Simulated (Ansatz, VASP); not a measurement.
## One calculation of WS2, two programs

```
S W
1.0
     3.14761    0.00000    0.00000
    -1.57380    2.72591    0.00000
     0.00000    0.00000   24.50386
S W
4 2
Direct
  0.33333 0.66667 0.30607
  0.33333 0.66667 0.43395
  0.00000 0.00000 0.56605
  0.00000 0.00000 0.69393
  0.66667 0.33333 0.37002
  0.33333 0.66667 0.63000
```

Alike in both runs: task single point; functional PBEsol; k mesh 9 × 9 × 1; occupations gaussian, width 0.05 eV; no spin polarisation.

|  | VASP | Ansatz |
| --- | --- | --- |
| version | VASP 6.6.1 | Ansatz 0.2.0 |
| potentials or method | VASP PAW PBE potentials, release 64 (S, W_sv), cutoff 520 eV | scalar-relativistic, plane waves, PAW |
| valence electrons in the cell | 52 | 52 |

```tsv
	VASP	Ansatz	Ansatz less VASP
gap on the k mesh at the Fermi level (eV)	1.63	1.62	-0.017
least direct gap on the mesh (eV)	1.89	1.89	-0.005
rms of the force components (eV/Å)	0.009	0.005	-0.0039
```

VASP's potentials were made for PBE, not for PBEsol. The functional is the same, so the differences come from potentials, cutoffs and numerics.

Neither program's run includes spin-orbit coupling.
